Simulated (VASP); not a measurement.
Here is a VASP 6.6.1 calculation.

Contents of INCAR:

```
SYSTEM = Pt
ALGO = Normal
EDIFF = 1E-7
ENCUT = 520
GGA = PE
ISIF = 2
ISMEAR = -1
ISPIN = 2
LASPH = .True.
LCHARG = .False.
LMAXMIX = 4
LORBIT = 11
LREAL = .False.
LWAVE = .False.
MAGMOM = 0.05 0.05
NBANDS = 21
NELM = 150
NUPDOWN = 0.1
PREC = Accurate
SIGMA = 0.03
```

File KPOINTS:

```
k-points
0
Gamma
  12 12 6
  0 0 0
```

POSCAR

```
Pt
1.0
    2.7606656158      0.0000000000      0.0000000000
   -1.3803328079      2.3908065546      0.0000000000
    0.0000000000      0.0000000000      4.7921340000
Pt
2
Direct
    0.6666666667      0.3333333333      0.7500000000
    0.3333333333      0.6666666667      0.2500000000
```

Potentials or basis: VASP PAW PBE potentials, release 64 (Pt).

The run is started by

```bash
$ cat potpaw_PBE.64/Pt/POTCAR > POTCAR
$ mpirun -np 1 vasp_std > vasp.out
```

**Question.** Predict the pressure.

**Answer.** -1.3 GPa.

Stress tensor (GPa, compression positive):
```
-1.17  0.00  0.00
 0.00 -1.17  0.00
 0.00  0.00 -1.51
```

Caveat: the total moment is fixed, so each spin has its own Fermi level and the state may be an excited one.
